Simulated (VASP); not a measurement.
# CaO (a cell with a defect) in VASP: single point with r2SCAN

Aim: the single point of CaO (a cell with a defect) with r2SCAN.

All numbers are computed with VASP 6.6.1; they aren't measurements. Logs are shortened: lines on timing, memory, paths and dates and some standing lists are left out, and cuts for length are marked.

## (1) The cell of the first run

The cell holds a defect, 62 atoms: a = 9.535 Å, b = 9.535 Å, c = 9.535 Å, α = 90.00°, β = 90.00°, γ = 90.00°.

## (2) Single point, r2SCAN

Input file POSCAR:

```
CaO
1.0
    9.5352000000      0.0000000000      0.0000000000
    0.0000000000      9.5352000000      0.0000000000
    0.0000000000      0.0000000000      9.5352000000
O Ca
31 31
Direct
    0.2491800000      0.0040610000      0.0046120000
    0.2481800000      0.0050220000      0.4955660000
    0.2481690000      0.4950130000      0.0055930000
    0.2359990000      0.4955610000      0.4961360000
    0.7507080000      0.0011830000      0.0017640000
    0.7522150000      0.0019300000      0.4992320000
    0.7522050000      0.4986580000      0.0024840000
    0.7672660000      0.4989050000      0.4994630000
    0.0042400000      0.2489820000      0.0046320000
    0.0052130000      0.2479980000      0.4955750000
    0.0013630000      0.7505180000      0.0017640000
    0.0021120000      0.7520210000      0.4992350000
    0.4951930000      0.2479880000      0.0055910000
    0.4957490000      0.2358200000      0.4961390000
    0.4988470000      0.7520240000      0.0024920000
    0.4990790000      0.7670990000      0.4994660000
    0.0042460000      0.0040560000      0.2495620000
    0.0013810000      0.0011980000      0.7510850000
    0.0052080000      0.4950160000      0.2485600000
    0.0020930000      0.4986690000      0.7526030000
    0.4952010000      0.0050310000      0.2485630000
    0.4988550000      0.0019180000      0.7525960000
    0.4957280000      0.4955460000      0.2363790000
    0.4990720000      0.4988980000      0.7676590000
    0.2504620000      0.2502740000      0.7490740000
    0.2504780000      0.7485020000      0.2508520000
    0.2505200000      0.7496430000      0.7502230000
    0.7486850000      0.2502910000      0.2508440000
    0.7498300000      0.2503360000      0.7502180000
    0.7498350000      0.7496450000      0.2509090000
    0.7499470000      0.7497650000      0.7503340000
    0.9999580000      0.9997720000      0.0003450000
    0.0000760000      0.9998910000      0.5001330000
    0.0000590000      0.4995730000      0.0004510000
    0.0010120000      0.4999150000      0.5004900000
    0.4997600000      0.9998760000      0.0004540000
    0.5001060000      0.0008230000      0.5004910000
    0.5001010000      0.4999120000      0.0013960000
    0.2515910000      0.2514050000      0.9797420000
    0.2568050000      0.2566080000      0.5174950000
    0.2518040000      0.7471260000      0.9967580000
    0.2573860000      0.7425190000      0.5038590000
    0.7473110000      0.2516130000      0.9967640000
    0.7427160000      0.2571940000      0.5038630000
    0.7481950000      0.7480010000      0.9991100000
    0.7435040000      0.7433120000      0.5020030000
    0.2516000000      0.9791650000      0.2519760000
    0.2518050000      0.9961850000      0.7477020000
    0.2567810000      0.5169260000      0.2571660000
    0.2573730000      0.5032910000      0.7431230000
    0.7473190000      0.9961890000      0.2521860000
    0.7481940000      0.9985470000      0.7485690000
    0.7427310000      0.5032920000      0.2577690000
    0.7435020000      0.5014260000      0.7438820000
    0.9793550000      0.2514070000      0.2519730000
    0.9963730000      0.2516080000      0.7477070000
    0.9963790000      0.7471290000      0.2521920000
    0.9987310000      0.7480030000      0.7485700000
    0.5171110000      0.2565930000      0.2571790000
    0.5034760000      0.2571990000      0.7431180000
    0.5034870000      0.7425290000      0.2577740000
    0.5016140000      0.7433160000      0.7438890000
```

Input file INCAR.step1:

```
SYSTEM = CaO
PREC = Accurate ; ENCUT = 580
ISMEAR = -1 ; SIGMA = 0.05
LREAL = Auto ; LASPH = .True.
NELM = 120 ; ISYM = 0
NBANDS = 285 ; GGA = PE
ALGO = Normal ; EDIFF = 1E-5
LWAVE = .True. ; LCHARG = .False.
GGA_COMPAT = .False. ; NCORE = 4
```

Input file INCAR.step2:

```
SYSTEM = CaO
PREC = Accurate ; ENCUT = 580
EDIFF = 1E-6 ; ISMEAR = -1
SIGMA = 0.05 ; LREAL = Auto
LASPH = .True. ; NELM = 120
ALGO = Normal ; ISIF = 2
LWAVE = .False. ; LCHARG = .False.
METAGGA = R2SCAN ; LMIXTAU = .True.
ISYM = 0 ; NBANDS = 285
ISTART = 1 ; GGA_COMPAT = .False.
NCORE = 4
```

Input file KPOINTS:

```
Automatic mesh
0
Gamma
  1 1 1
  0.25 0.25 0.25
```

Potentials or basis: VASP PAW PBE potentials, release 64 (O, Ca_sv).

Command:

```sh
$ cat potpaw_PBE.64/O/POTCAR potpaw_PBE.64/Ca_sv/POTCAR > POTCAR
$ cp INCAR.step1 INCAR
$ mpirun -np 4 vasp_std > vasp.out
$ cp INCAR.step2 INCAR
$ mpirun -np 4 vasp_std > vasp.out
```

OUTCAR:

```text
SYSTEM = CaO
   PREC = Accurate
   ENCUT = 580
   EDIFF = 1E-6
   ISMEAR = -1
   LREAL = Auto
   LASPH = .True.
   NELM = 120
   ISIF = 2
   METAGGA = R2SCAN
   ISYM = 0
   ISTART = 1

 ion  position               nearest neighbor table
   1  0.249  0.004  0.005-  39 2.37  47 2.37  32 2.38  36 2.39  48 2.45  41 2.45
   2  0.248  0.005  0.496-  47 2.34  33 2.37  37 2.40  48 2.41  40 2.41  42 2.51
   3  0.248  0.495  0.006-  39 2.34  34 2.37  38 2.40  41 2.41  49 2.41  50 2.51
   4  0.236  0.496  0.496-  35 2.24  40 2.30  49 2.30  42 2.36  50 2.37
   5  0.751  0.001  0.002-  32 2.38  51 2.39  43 2.39  36 2.39  45 2.41  52 2.41
   6  0.752  0.002  0.499-  51 2.36  33 2.36  52 2.38  37 2.40  44 2.44  46 2.47
   7  0.752  0.499  0.002-  43 2.36  34 2.36  45 2.38  38 2.40  53 2.44  54 2.47
   8  0.767  0.499  0.499-  35 2.23  53 2.32  44 2.32  46 2.34  54 2.34
   9  0.004  0.249  0.005-  55 2.37  39 2.37  32 2.38  34 2.39  56 2.45  43 2.45
  10  0.005  0.248  0.496-  55 2.34  33 2.37  35 2.40  56 2.41  40 2.41  44 2.51
  11  0.001  0.751  0.002-  32 2.38  57 2.39  41 2.39  34 2.39  45 2.41  58 2.41
  12  0.002  0.752  0.499-  57 2.36  33 2.36  58 2.38  35 2.40  42 2.44  46 2.47
  13  0.495  0.248  0.006-  39 2.34  36 2.37  38 2.40  43 2.41  59 2.41  60 2.51
  14  0.496  0.236  0.496-  37 2.24  40 2.30  59 2.30  44 2.36  60 2.36
  15  0.499  0.752  0.002-  41 2.36  36 2.36  45 2.38  38 2.40  61 2.44  62 2.47
  16  0.499  0.767  0.499-  37 2.23  61 2.32  42 2.32  62 2.34  46 2.34
  17  0.004  0.004  0.250-  55 2.37  47 2.37  32 2.38  33 2.39  51 2.45  57 2.45
[... 31 lines left out ...]
  49  0.257  0.517  0.257-  26 2.21  23 2.30   4 2.30  19 2.41   3 2.41
  50  0.257  0.503  0.743-  24 2.32  27 2.35   4 2.37  25 2.41  20 2.44   3 2.51
  51  0.747  0.996  0.252-  30 2.35   6 2.36   5 2.39  21 2.41  28 2.42  17 2.45
  52  0.748  0.999  0.749-  31 2.37   6 2.38  22 2.38  29 2.40  18 2.41   5 2.41
  53  0.743  0.503  0.258-   8 2.32  30 2.35  23 2.37  28 2.41   7 2.44  19 2.51
  54  0.744  0.501  0.744-   8 2.34  24 2.34  31 2.37  29 2.40  20 2.47   7 2.47
  55  0.979  0.251  0.252-  28 2.20  10 2.34  19 2.34   9 2.37  17 2.37
  56  0.996  0.252  0.748-  29 2.35  20 2.36  18 2.39  10 2.41  25 2.42   9 2.45
  57  0.996  0.747  0.252-  30 2.35  12 2.36  11 2.39  19 2.41  26 2.42  17 2.45
  58  0.999  0.748  0.749-  31 2.37  20 2.38  12 2.38  27 2.40  11 2.41  18 2.41
  59  0.517  0.257  0.257-  28 2.21  23 2.30  14 2.30  21 2.41  13 2.41
  60  0.503  0.257  0.743-  24 2.32  29 2.35  14 2.36  25 2.41  22 2.44  13 2.51
  61  0.503  0.743  0.258-  16 2.32  30 2.35  23 2.37  26 2.41  15 2.44  21 2.51
  62  0.502  0.743  0.744-  24 2.34  16 2.34  31 2.37  27 2.40  22 2.47  15 2.47

IMPORTANT INFORMATION: All symmetrisations will be switched off!
NOSYMM: (Re-)initialisation of all symmetry stuff for point group C_1.

----------------------------------------------------------------------------------------

                                     Primitive cell

  volume of cell :     866.9408

  direct lattice vectors                    reciprocal lattice vectors
     9.535200000  0.000000000  0.000000000     0.104874570  0.000000000  0.000000000
     0.000000000  9.535200000  0.000000000     0.000000000  0.104874570  0.000000000
     0.000000000  0.000000000  9.535200000     0.000000000  0.000000000  0.104874570

  length of vectors
     9.535200000  9.535200000  9.535200000     0.104874570  0.104874570  0.104874570

  position of ions in fractional coordinates (direct lattice)
     0.249180000  0.004061000  0.004612000
     0.248180000  0.005022000  0.495566000
     0.248169000  0.495013000  0.005593000
     0.235999000  0.495561000  0.496136000
     0.750708000  0.001183000  0.001764000
     0.752215000  0.001930000  0.499232000
[... 54 lines left out ...]
     0.503487000  0.742529000  0.257774000
     0.501614000  0.743316000  0.743889000

  ion indices of the primitive-cell ions
   primitive index   ion index
                 1           1
                 2           2
                 3           3
                 4           4
                 5           5
                 6           6
[... 54 lines left out ...]
                61          61
                62          62

----------------------------------------------------------------------------------------

 KPOINTS: Automatic mesh

Automatic generation of k-mesh.
 Grid dimensions read from file:
 generate k-points for:    1    1    1

 Generating k-lattice:

  Cartesian coordinates                     Fractional coordinates (reciprocal lattice)
     0.104874570  0.000000000  0.000000000     1.000000000  0.000000000  0.000000000
     0.000000000  0.104874570  0.000000000     0.000000000  1.000000000  0.000000000
     0.000000000  0.000000000  0.104874570     0.000000000  0.000000000  1.000000000

  Length of vectors
     0.104874570  0.104874570  0.104874570

  Shift w.r.t. Gamma in fractional coordinates (k-lattice)
     0.250000000  0.250000000  0.250000000

 Subroutine IBZKPT returns following result:
 ===========================================

 Found      4 irreducible k-points:

 Following reciprocal coordinates:
            Coordinates               Weight
  0.250000  0.250000  0.250000      2.000000
 -0.250000  0.250000  0.250000      2.000000
 -0.250000 -0.250000  0.250000      2.000000
  0.250000 -0.250000  0.250000      2.000000
   k-points           NKPTS =      4   k-points in BZ     NKDIM =      4   number of bands    NBANDS=    285
   number of dos      NEDOS =    301   number of ions     NIONS =     62
   total plane-waves  NPLWV = 512000
   dimension x,y,z NGX =    80 NGY =   80 NGZ =   80
   dimension x,y,z NGXF=   160 NGYF=  160 NGZF=  160
   ions per type =              31  31
   NGX,Y,Z   is equivalent  to a cutoff of  13.95, 13.95, 13.95 a.u.
   NGXF,Y,Z  is equivalent  to a cutoff of  27.90, 27.90, 27.90 a.u.
 SYSTEM =  CaO
   PREC   = accura    normal or accurate (medium, high low for compatibility)
   ISTART =      1    job   : 0-new  1-cont  2-samecut
   ICHARG =      0    charge: 1-file 2-atom 10-const
   ISPIN  =      1    spin polarized calculation?
   LNONCOLLINEAR =      F non collinear calculations
   LSORBIT =      F    spin-orbit coupling
   LASPH  =      T    aspherical Exc in radial PAW
   ENCUT  =  580.0 eV  42.63 Ry    6.53 a.u.  18.72 18.72 18.72*2*pi/ulx,y,z
   NELM   =    120;   NELMIN=  2; NELMDL=  0     # of ELM steps
   EDIFF  = 0.1E-05   stopping-criterion for ELM
   LREAL  =      T    real-space projection
   EDIFFG = 0.1E-04   stopping-criterion for IOM
   NSW    =      0    number of steps for IOM
   IBRION =     -1    ionic relax: 0-MD 1-quasi-New 2-CG
   NFREE  =      0    steps in history (QN), initial steepest desc. (CG)
   ISIF   =      2    stress and relaxation
   ISYM   =      0    0-nonsym 1-usesym 2-fastsym
   POTIM  = 0.5000    time-step for ionic-motion
   TEBEG  =    0.0;   TEEND  =   0.0 temperature during run
   PSTRESS=    0.0 pullay stress
   NELECT =     496.0000    total number of electrons
   NUPDOWN=      -1.0000    fix difference up-down
   EMIN   =  10.00;   EMAX   =-10.00  energy-range for DOS
   EFERMI =   0.00;   METHOD = LEGACY
   ISMEAR =    -1;   SIGMA  =   0.05  broadening in eV -4-tet -1-fermi 0-gaus
   EFERMI_NEDOS =   21; number of points for ismear=-14 and -15
   IALGO  =     38    algorithm
   IMIX   =      4    mixing-type and parameters
     AMIX     =   0.40;   BMIX     =  1.00
     AMIX_MAG =   1.60;   BMIX_MAG =  1.00
  volume/ion in A,a.u.               =      13.98        94.36
  Fermi-wavevector in a.u.,A,eV,Ry     =   1.359061  2.568253 25.130593  1.847047
  Thomas-Fermi vector in A             =   2.485841
   LORBIT       =      0    0 simple, 1 ext, 2 COOP (PROOUT), +10 PAW based schemes
   METAGGA = R2SCAN    functional components
   LHFCALC =     F    Hartree Fock is set to
   AEXX    =    0.0000 exact exchange contribution
   IVDW    =     0    specifies the selected vdW correction
   LEPSILON=     F    determine dielectric tensor
   LRPA    =     F    only Hartree local field effects (RPA)
 non-spin polarized calculation
  energy-cutoff  :      580.00
  volume of cell :      866.94
 maximum number of plane-waves:     27460
 NGX is ok and might be reduce to    80
   NGX = 37   NGY = 37   NGZ = 37

 number of electron     496.0000024 magnetization

 Free energy of the ion-electron system (eV)
  ---------------------------------------------------
  ext. energy  EPLUGINS =         0.00000000
  ---------------------------------------------------
  free energy    TOTEN  =      -597.56431097 eV

  energy without entropy =     -597.56431094  energy(sigma->0) =     -597.56431095

 E-fermi :   3.2296     XC(G=0): -10.9774

 val. band max:        2.2456678596   @ k =   0.2500   0.2500   0.2500
 cond. band min:       4.1788064908   @ k =   0.2500   0.2500   0.2500
 fundamental gap:      1.9331386311
 Fermi energy:         3.2295705269

 k-point     1 :       0.2500    0.2500    0.2500
  band No.  band energies     occupation
      1     -37.3878      2.00000
      2     -37.3757      2.00000
      3     -37.3756      2.00000
      4     -37.2271      2.00000
      5     -37.2087      2.00000
      6     -37.2086      2.00000
[... 1041 lines left out ...]
    259       8.0023      0.00000
    260       8.0713      0.00000
 [bands above 260 left out]

------------------------ aborting loop because EDIFF is reached ----------------------------------------

  FORCE on cell =-STRESS in cart. coord.  units (eV):
  Direction    XX          YY          ZZ          XY          YZ          ZX
  --------------------------------------------------------------------------------------
  -------------------------------------------------------------------------------------
  Total       19.0477821     19.0508758     19.0522153      0.5832678      0.5839863      0.5830429
  in kB       35.2018572     35.2075745     35.2100500      1.0779266      1.0792543      1.0775110
  external PRESSURE =      35.2064939 kB  Pullay stress =       0.0000000 kB

 VOLUME and BASIS-vectors are now :
 -----------------------------------------------------------------------------
  energy-cutoff  :      580.00
  volume of cell :      866.94
      direct lattice vectors                 reciprocal lattice vectors
     9.535200000  0.000000000  0.000000000     0.104874570  0.000000000  0.000000000
     0.000000000  9.535200000  0.000000000     0.000000000  0.104874570  0.000000000
     0.000000000  0.000000000  9.535200000     0.000000000  0.000000000  0.104874570

 POSITION                                       TOTAL-FORCE (eV/Angst)
 -----------------------------------------------------------------------------------
      2.37598      0.03872      0.04398        -0.000359      0.003965      0.004643
      2.36645      0.04789      4.72532         0.011753      0.006227      0.000191
      2.36634      4.72005      0.05333         0.012308     -0.002441      0.006538
      2.25030      4.72527      4.73076         0.101719      0.000725      0.001142
      7.15815      0.01128      0.01682        -0.002122     -0.001082     -0.001605
      7.17252      0.01840      4.76028        -0.016831     -0.002541      0.000692
[... 54 lines left out ...]
      4.80085      7.08016      2.45793        -0.016454      0.004351     -0.012522
      4.78299      7.08767      7.09313         0.000273      0.011181      0.012181
 -----------------------------------------------------------------------------------
    total drift:                                0.011361      0.022069     -0.015484

  FREE ENERGIE OF THE ION-ELECTRON SYSTEM (eV)
  ---------------------------------------------------
  free  energy   TOTEN  =      -597.5643109652 eV

  energy  without entropy=     -597.5643109429  energy(sigma->0) =     -597.56431095
```

Run time: 46 min. Hardware: 4 MPI ranks of Intel Xeon Platinum 8259CL at 2.50GHz (Skylake/Cascade Lake), shared host; peak memory 0.49 GiB.

Results:

| Item | Value |
| --- | --- |
| Free energy | -597.5643 eV |
| Pressure | 3.5 GPa |
| Largest force | 0.140 eV/Å |
| Band gap on the k mesh | 1.93 eV |

Forces in eV/Å, atoms in the order of the input:
```
O    0.000  0.004  0.005
O    0.012  0.006  0.000
O    0.012 -0.002  0.007
O    0.102  0.001  0.001
O   -0.002 -0.001 -0.002
O   -0.017 -0.003  0.001
O   -0.016  0.003 -0.001
O   -0.103 -0.001  0.000
O    0.005  0.001  0.004
O    0.006  0.012 -0.001
O    0.000 -0.002 -0.002
O   -0.003 -0.016  0.001
O   -0.002  0.013  0.007
O    0.002  0.101  0.001
O    0.002 -0.016 -0.001
O    0.000 -0.105  0.000
O    0.005  0.005 -0.001
O   -0.002 -0.003 -0.004
O    0.007 -0.003  0.011
O   -0.001  0.002 -0.017
O   -0.002  0.006  0.011
O    0.002 -0.002 -0.016
O    0.002  0.002  0.102
O    0.000 -0.001 -0.102
O   -0.020 -0.020  0.013
O   -0.020  0.011 -0.019
O   -0.016  0.014  0.011
O    0.012 -0.020 -0.018
O    0.013 -0.016  0.011
O    0.013  0.014 -0.017
O    0.014  0.015  0.011
Ca  -0.018 -0.018 -0.018
Ca  -0.013 -0.014  0.018
Ca  -0.013  0.019 -0.012
Ca  -0.012  0.016  0.014
Ca   0.019 -0.013 -0.012
Ca   0.016 -0.011  0.014
Ca   0.016  0.017 -0.011
Ca  -0.018 -0.018  0.128
Ca  -0.008 -0.008 -0.139
Ca  -0.012  0.014  0.023
Ca  -0.012  0.005 -0.014
Ca   0.015 -0.012  0.022
Ca   0.005 -0.011 -0.015
Ca   0.018  0.019  0.005
Ca   0.011  0.012  0.000
Ca  -0.018  0.125 -0.017
Ca  -0.012  0.021  0.014
Ca  -0.007 -0.139 -0.007
Ca  -0.011 -0.016  0.005
Ca   0.014  0.021 -0.011
Ca   0.018  0.006  0.017
Ca   0.004 -0.016 -0.012
Ca   0.011  0.001  0.013
Ca   0.126 -0.018 -0.017
Ca   0.022 -0.012  0.014
Ca   0.021  0.014 -0.011
Ca   0.005  0.019  0.017
Ca  -0.139 -0.007 -0.008
Ca  -0.016 -0.011  0.005
Ca  -0.016  0.004 -0.013
Ca   0.000  0.011  0.012
```

Levels at points of the mesh, in eV from the valence-band top:
```
           k point  band 244  band 245  band 246  band 247  band 248  band 249  band 250  band 251  band 252  band 253
(0.25, 0.25, 0.25)     -0.48     -0.48     -0.43      0.00      0.00      1.93      4.36      4.47      4.47      4.90
```

Caveat: the PAW data sets were made with another functional, which shifts forces and pressure a little.
